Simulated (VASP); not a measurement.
The system is GaAs.

```
Ga As
1.0
     0.00000    2.83309    2.83309
     2.83309    0.00000    2.83309
     2.83309    2.83309    0.00000
Ga As
1 1
Direct
  0.00000 0.00000 0.00000
  0.25000 0.25000 0.25000
```

Base run:

| Property | Result |
| --- | --- |
| Program | VASP 6.6.1 |
| Functional | PBE |
| Potentials or basis | VASP PAW PBE potentials, release 64 (Ga_d, As) |
| Cutoff | 520 eV |
| k mesh | 8 × 8 × 8 |
| Occupations | fermi-dirac, width 0.02 eV |
| Spin | no spin polarisation |

Its results: band gap on the k mesh 0.47 eV; pressure 2.9 GPa.

Question: The run is repeated on the same cell with these changes: functional from PBE to r2SCAN; occupations from fermi-dirac, width 0.02 eV to gaussian, width 0.01 eV. What comes out?

Answer: Band gap on the k mesh 0.94 eV; pressure 0.1 GPa.

Caveats: semilocal functionals underestimate gaps, and a narrow one can read as zero (at least some runs); the PAW data sets were made with another functional, which shifts forces and pressure a little (at least some runs).

A k mesh can miss the band edges.
